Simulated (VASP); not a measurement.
# Ni (Fm-3m) in VASP: single point with LDA

Aim: the single point of Ni with LDA.

All numbers are computed with VASP 6.6.1; they aren't measurements. Logs are shortened: lines on timing, memory, paths and dates and some standing lists are left out, and cuts for length are marked.

### Step 1. The cell of the first run

It takes space group Fm-3m (No. 225, cubic). The conventional cell has a = 3.535 Å, b = 3.535 Å, c = 3.535 Å, α = 90.00°, β = 90.00°, γ = 90.00°. Ni (site symmetry m-3m) has 12 Ni at 2.50 Å within 3.3 Å.

### Step 2. Single point, LDA, collinear spin

INCAR

```
  ALGO = Normal
  EDIFF = 1E-6
  ENCUT = 520
  ISIF = 2
  ISMEAR = -1
  ISPIN = 2
  ISYM = 0
  LASPH = True
  LCHARG = False
  LMAXMIX = 4
  LORBIT = 11
  LREAL = False
  LWAVE = False
  MAGMOM = 0 2
  NBANDS = 21
  NELM = 150
  PREC = Accurate
  SIGMA = 0.1
```

KPOINTS

```
k-points
0
Gamma
  12 7 10
```

POSCAR

```
Ni
1.0
    0.0000000000     -1.7675000000     -1.7675000000
   -3.5350000000     -1.7675000000     -1.7675000000
    0.0000000000      1.7675000000     -1.7675000000
Ni
2
Direct
    0.0000000000      0.0000000000      0.0000000000
    0.0000000000      0.5000000000      0.5000000000
```

Potentials or basis: VASP PAW LDA potentials, release 64 (Ni).

Launch:

```
$ cat potpaw_LDA.64/Ni/POTCAR > POTCAR
$ mpirun -np 1 vasp_std > vasp.out
```

OUTCAR:

```text
EDIFF = 1E-6
   ENCUT = 520
   ISIF = 2
   ISMEAR = -1
   ISPIN = 2
   ISYM = 0
   LASPH = True
   LORBIT = 11
   LREAL = False
   NELM = 150
   PREC = Accurate

 ion  position               nearest neighbor table
   1  0.000  0.000  0.000-   2 2.50   2 2.50   2 2.50   2 2.50   2 2.50   2 2.50   2 2.50   2 2.50

   2  0.000  0.500  0.500-   1 2.50   1 2.50   1 2.50   1 2.50   1 2.50   1 2.50   1 2.50   1 2.50

IMPORTANT INFORMATION: All symmetrisations will be switched off!
NOSYMM: (Re-)initialisation of all symmetry stuff for point group C_1.

----------------------------------------------------------------------------------------

                                     Primitive cell

  volume of cell :      22.0871

  direct lattice vectors                    reciprocal lattice vectors
     0.000000000 -1.767500000 -1.767500000     0.282885431 -0.282885431 -0.282885431
    -3.535000000 -1.767500000 -1.767500000    -0.282885431  0.000000000  0.000000000
     0.000000000  1.767500000 -1.767500000     0.000000000  0.282885431 -0.282885431

  length of vectors
     2.499622471  4.329473120  2.499622471     0.489971940  0.282885431  0.400060414

  position of ions in fractional coordinates (direct lattice)
     0.000000000  0.000000000  0.000000000
     0.000000000  0.500000000  0.500000000

  ion indices of the primitive-cell ions
   primitive index   ion index
                 1           1
                 2           2

----------------------------------------------------------------------------------------

 KPOINTS: k-points

Automatic generation of k-mesh.
 Grid dimensions read from file:
 generate k-points for:   12    7   10

 Generating k-lattice:

  Cartesian coordinates                     Fractional coordinates (reciprocal lattice)
     0.023573786 -0.023573786 -0.023573786     0.083333333  0.000000000  0.000000000
    -0.040412204  0.000000000  0.000000000     0.000000000  0.142857143  0.000000000
     0.000000000  0.028288543 -0.028288543     0.000000000  0.000000000  0.100000000

  Length of vectors
     0.040830995  0.040412204  0.040006041

  Shift w.r.t. Gamma in fractional coordinates (k-lattice)
     0.000000000  0.000000000  0.000000000

 -----------------------------------------------------------------------------
|                                                                             |
|           W    W    AA    RRRRR   N    N  II  N    N   GGGG   !!!           |
|           W    W   A  A   R    R  NN   N  II  NN   N  G    G  !!!           |
|           W    W  A    A  R    R  N N  N  II  N N  N  G       !!!           |
|           W WW W  AAAAAA  RRRRR   N  N N  II  N  N N  G  GGG   !            |
|           WW  WW  A    A  R   R   N   NN  II  N   NN  G    G                |
|           W    W  A    A  R    R  N    N  II  N    N   GGGG   !!!           |
|                                                                             |
|     Your reciprocal lattice and k-lattice belong to different lattice       |
|     classes:                                                                |
|                                                                             |
|        The reciprocal lattice is simple tetragonal,                         |
|        whereas your k-lattice is simple monoclinic.                         |
|                                                                             |
|     Results are often still useful ...                                      |
|                                                                             |
 -----------------------------------------------------------------------------

 WARNING: IBZKPT: internal override: KBLOWUP is changed to .FALSE.
      ... skipping the blow-up phase ...

 Subroutine IBZKPT returns following result:
 ===========================================

 Found    422 irreducible k-points:

 Following reciprocal coordinates:
            Coordinates               Weight
  0.000000  0.000000  0.000000      1.000000
  0.083333  0.000000  0.000000      2.000000
  0.166667  0.000000  0.000000      2.000000
  0.250000  0.000000  0.000000      2.000000
  0.333333  0.000000  0.000000      2.000000
  0.416667  0.000000  0.000000      2.000000
[... 16 lines left out ...]
  0.250000  0.285714  0.000000      2.000000
  0.333333  0.285714  0.000000      2.000000
 [... further k-points ...]
   k-points           NKPTS =    422   k-points in BZ     NKDIM =    422   number of bands    NBANDS=     21
   number of dos      NEDOS =    301   number of ions     NIONS =      2
   total plane-waves  NPLWV =  12800
   dimension x,y,z NGX =    20 NGY =   32 NGZ =   20
   dimension x,y,z NGXF=    40 NGYF=   64 NGZF=   40
   ions per type =               2
   NGX,Y,Z   is equivalent  to a cutoff of  13.30, 12.29, 13.30 a.u.
   NGXF,Y,Z  is equivalent  to a cutoff of  26.60, 24.58, 26.60 a.u.
 SYSTEM =  unknown system
   PREC   = accura    normal or accurate (medium, high low for compatibility)
   ISTART =      0    job   : 0-new  1-cont  2-samecut
   ICHARG =      2    charge: 1-file 2-atom 10-const
   ISPIN  =      2    spin polarized calculation?
   LNONCOLLINEAR =      F non collinear calculations
   LSORBIT =      F    spin-orbit coupling
   LASPH  =      T    aspherical Exc in radial PAW
   ENCUT  =  520.0 eV  38.22 Ry    6.18 a.u.   4.65  8.05  4.65*2*pi/ulx,y,z
   NELM   =    150;   NELMIN=  2; NELMDL= -5     # of ELM steps
   EDIFF  = 0.1E-05   stopping-criterion for ELM
   LREAL  =      F    real-space projection
   EDIFFG = 0.1E-04   stopping-criterion for IOM
   NSW    =      0    number of steps for IOM
   IBRION =     -1    ionic relax: 0-MD 1-quasi-New 2-CG
   NFREE  =      0    steps in history (QN), initial steepest desc. (CG)
   ISIF   =      2    stress and relaxation
   ISYM   =      0    0-nonsym 1-usesym 2-fastsym
   POTIM  = 0.5000    time-step for ionic-motion
   TEBEG  =    0.0;   TEEND  =   0.0 temperature during run
   PSTRESS=    0.0 pullay stress
   NELECT =      20.0000    total number of electrons
   NUPDOWN=      -1.0000    fix difference up-down
   EMIN   =  10.00;   EMAX   =-10.00  energy-range for DOS
   EFERMI =   0.00;   METHOD = LEGACY
   ISMEAR =    -1;   SIGMA  =   0.10  broadening in eV -4-tet -1-fermi 0-gaus
   EFERMI_NEDOS =   21; number of points for ismear=-14 and -15
   IALGO  =     38    algorithm
   IMIX   =      4    mixing-type and parameters
     AMIX     =   0.40;   BMIX     =  1.00
     AMIX_MAG =   1.60;   BMIX_MAG =  1.00
  volume/ion in A,a.u.               =      11.04        74.53
  Fermi-wavevector in a.u.,A,eV,Ry     =   1.583818  2.992983 34.129956  2.508481
  Thomas-Fermi vector in A             =   2.683531
   LORBIT       =     11    0 simple, 1 ext, 2 COOP (PROOUT), +10 PAW based schemes
   GGA     = CA    functional components
   LHFCALC =     F    Hartree Fock is set to
   AEXX    =    0.0000 exact exchange contribution
   IVDW    =     0    specifies the selected vdW correction
   LEPSILON=     F    determine dielectric tensor
   LRPA    =     F    only Hartree local field effects (RPA)
 spin polarized calculation
  energy-cutoff  :      520.00
  volume of cell :       22.09
 maximum number of plane-waves:       610
   NGX =  9   NGY = 17   NGZ =  9

 number of electron      19.9999988 magnetization       1.1694892

 Free energy of the ion-electron system (eV)
  ---------------------------------------------------
  ext. energy  EPLUGINS =         0.00000000
  ---------------------------------------------------
  free energy    TOTEN  =       -13.08337332 eV

  energy without entropy =      -12.96482444  energy(sigma->0) =      -13.02409888

 E-fermi :   8.7990     XC(G=0): -13.5239

 val. band max:        8.7973126474   @ k =   0.0833  -0.4286   0.4000
 cond. band min:       8.8004611204   @ k =  -0.3333  -0.1429   0.3000
 fundamental gap:      0.0031484731
 Fermi energy:         8.7989851635

 spin component 1

 k-point     1 :       0.0000    0.0000    0.0000
  band No.  band energies     occupation
      1      -0.0654      1.00000
      2       4.2999      1.00000
      3       4.7780      1.00000
      4       6.5195      1.00000
      5       6.5221      1.00000
      6       6.5227      1.00000
[... 13 lines left out ...]
     20      36.1037      0.00000
     21      36.1047      0.00000

 k-point     2 :       0.0833    0.0000    0.0000
  band No.  band energies     occupation
      1       0.2024      1.00000
      2       4.3989      1.00000
      3       4.8638      1.00000
      4       6.4539      1.00000
      5       6.5782      1.00000
      6       6.5808      1.00000
[... 13 lines left out ...]
     20      35.5244      0.00000
     21      35.5244      0.00000

 k-point     3 :       0.1667    0.0000    0.0000
  band No.  band energies     occupation
      1       0.9777      1.00000
      2       4.6611      1.00000
      3       5.1032      1.00000
      4       6.2973      1.00000
      5       6.6974      1.00000
      6       6.7006      1.00000
[... 13 lines left out ...]
     20      34.6353      0.00000
     21      36.3842      0.00000
[... 457 lines left out ...]
 k-point    23 :       0.2500    0.2857    0.0000
  band No.  band energies     occupation
      1       1.4912      1.00000
      2       4.9761      1.00000
      3       5.2492      1.00000
      4       6.1576      1.00000
      5       6.7463      1.00000
      6       6.8256      1.00000
[... 13 lines left out ...]
     20      37.3276      0.00000
     21      37.8755      0.00000

 k-point    24 :       0.3333    0.2857    0.0000
  band No.  band energies     occupation
      1       2.5692      1.00000
      2       5.2530      1.00000
      3       5.5134      1.00000
      4       5.9967      1.00000
      5       6.3630      1.00000
      6       6.6773      1.00000
[... 13 lines left out ...]
     20      36.4691      0.00000
     21      37.3312      0.00000

 [... further k-points ...]

 spin component 2

 k-point     1 :       0.0000    0.0000    0.0000
  band No.  band energies     occupation
      1      -0.0257      1.00000
      2       4.6539      1.00000
      3       5.2754      1.00000
      4       7.1112      1.00000
      5       7.1121      1.00000
      6       7.1137      1.00000
[... 13 lines left out ...]
     20      36.1551      0.00000
     21      36.1557      0.00000

 k-point     2 :       0.0833    0.0000    0.0000
  band No.  band energies     occupation
      1       0.2424      1.00000
      2       4.7509      1.00000
      3       5.3611      1.00000
      4       7.0382      1.00000
      5       7.1711      1.00000
      6       7.1737      1.00000
[... 13 lines left out ...]
     20      35.6078      0.00000
     21      35.6081      0.00000

 k-point     3 :       0.1667    0.0000    0.0000
  band No.  band energies     occupation
      1       1.0209      1.00000
      2       5.0125      1.00000
      3       5.5899      1.00000
      4       6.8610      1.00000
      5       7.2899      1.00000
      6       7.2931      1.00000
[... 13 lines left out ...]
     20      34.7497      0.00000
     21      36.5089      0.00000
[... 457 lines left out ...]
 k-point    23 :       0.2500    0.2857    0.0000
  band No.  band energies     occupation
      1       1.5374      1.00000
      2       5.3886      1.00000
      3       5.6964      1.00000
      4       6.7150      1.00000
      5       7.3264      1.00000
      6       7.3276      1.00000
[... 13 lines left out ...]
     20      37.3642      0.00000
     21      37.9349      0.00000

 k-point    24 :       0.3333    0.2857    0.0000
  band No.  band energies     occupation
      1       2.6319      1.00000
      2       5.7203      1.00000
      3       5.8846      1.00000
      4       6.5336      1.00000
      5       6.8578      1.00000
      6       7.2318      1.00000
[... 13 lines left out ...]
     20      36.5840      0.00000
     21      37.3555      0.00000

 [... further k-points ...]

------------------------ aborting loop because EDIFF is reached ----------------------------------------

  FORCE on cell =-STRESS in cart. coord.  units (eV):
  Direction    XX          YY          ZZ          XY          YZ          ZX
  --------------------------------------------------------------------------------------
  -------------------------------------------------------------------------------------
  Total       -2.5921347     -2.6008719     -2.6008677      0.0011247     -0.0027147      0.0011260
  in kB     -188.0311866   -188.6649795   -188.6646702      0.0815844     -0.1969236      0.0816769
  external PRESSURE =    -188.4536121 kB  Pullay stress =       0.0000000 kB

 VOLUME and BASIS-vectors are now :
 -----------------------------------------------------------------------------
  energy-cutoff  :      520.00
  volume of cell :       22.09
      direct lattice vectors                 reciprocal lattice vectors
     0.000000000 -1.767500000 -1.767500000     0.282885431 -0.282885431 -0.282885431
    -3.535000000 -1.767500000 -1.767500000    -0.282885431  0.000000000  0.000000000
     0.000000000  1.767500000 -1.767500000     0.000000000  0.282885431 -0.282885431

 POSITION                                       TOTAL-FORCE (eV/Angst)
 -----------------------------------------------------------------------------------
      0.00000      0.00000      0.00000        -0.000000      0.000000     -0.000000
     -1.76750      0.00000     -1.76750         0.000000     -0.000000      0.000000
 -----------------------------------------------------------------------------------
    total drift:                               -0.000000      0.000001      0.000000

  FREE ENERGIE OF THE ION-ELECTRON SYSTEM (eV)
  ---------------------------------------------------
  free  energy   TOTEN  =       -13.0833733152 eV

  energy  without entropy=      -12.9648244441  energy(sigma->0) =      -13.02409888

 total charge

# of ion       s       p       d       tot
------------------------------------------
    1        0.493   0.482   8.319   9.294
    2        0.493   0.482   8.320   9.295
--------------------------------------------------
tot          0.986   0.965  16.638  18.589

 magnetization (x)

# of ion       s       p       d       tot
------------------------------------------
    1       -0.005  -0.017   0.613   0.591
    2       -0.005  -0.017   0.612   0.590
--------------------------------------------------
tot         -0.009  -0.034   1.225   1.181
```

Wall time 7.3 min (1 thread of Oxide Virtual Turin-like, shared host); peak memory 0.31 GiB.

What came out:

```
Free energy                                           : -13.0834 eV
Pressure                                              : -18.8 GPa
Net moment                                            : 1.17 μB per cell
Site moments                                          : Ni +0.59 μB
Valence electrons inside the program's atomic spheres : Ni 9.29
```

Caveat: the cell stands under tension.
